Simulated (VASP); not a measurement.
## TaN: electric field gradients with PBEsol

The system is TaN.

```
Ta N
1.0
     2.92817    0.00000    0.00000
    -1.46409    2.53587    0.00000
     0.00000    0.00000    2.87336
Ta N
1 1
Direct
  0.33333 0.66667 0.50000
  0.00000 0.00000 0.00000
```

This cell differs from its parent crystal: volume scaled by 0.99.

```json
{
  "Program": "VASP 6.6.1",
  "Task": "electric field gradients",
  "Functional": "PBEsol",
  "Potentials or basis": "VASP PAW PBE potentials, release 64 (Ta_pv, N)",
  "Cutoff": "520 eV",
  "k mesh": "12 × 12 × 10",
  "Occupations": "fermi-dirac, width 0.02 eV",
  "Spin": "no spin polarisation",
  "Dipole correction": "no",
  "Further INCAR settings": "ALGO = Normal; EDIFF = 1e-08; NBANDS = 15"
}
```

```yaml
Pressure: -0.5 GPa
Band_gap_on_the_k_mesh: zero (band 8 reaches 8.60 eV, above the bottom of band 9 at 8.09 eV)
```

Stress tensor (GPa, compression positive):
```
-0.62  0.00  0.00
 0.00 -0.62  0.00
 0.00  0.00 -0.30
```

Levels at points of the mesh, in eV from the Fermi level:
```tsv
k point	band 4	band 5	band 6	band 7	band 8	band 9	band 10	band 11	band 12	band 13
(0.00, 0.00, 0.00)	-17.91	-4.71	-4.71	-4.37	-3.02	2.19	3.54	3.54	3.94	3.94
(0.50, 0.00, 0.00)	-15.55	-8.47	-5.35	-3.64	-3.28	2.93	4.00	5.17	5.28	7.42
(0.00, 0.00, 0.50)	-15.16	-9.55	-3.88	-3.88	-0.21	-0.21	2.37	3.23	3.23	8.13
(0.50, 0.00, 0.50)	-15.88	-7.50	-6.34	-5.85	-0.43	4.13	5.34	6.06	7.08	10.19
```

Electric field gradients, principal values (V/Å²):
```tsv
atom	least	middle	greatest (by size)
1 Ta	-9.028	-9.029	18.056
2 N	-0.113	-0.116	0.229
```

It took 54 s on 1 thread of AMD EPYC 7R13 (shared host), peak memory 0.14 GiB.

Caveat: without QUAD_EFG the Cq values of the log hold for a quadrupole moment of 1 mb, not for the nuclei; the PAW data sets were made with another functional, which shifts forces and pressure a little; spin-orbit coupling is left out, which moves the levels of the heavy elements.
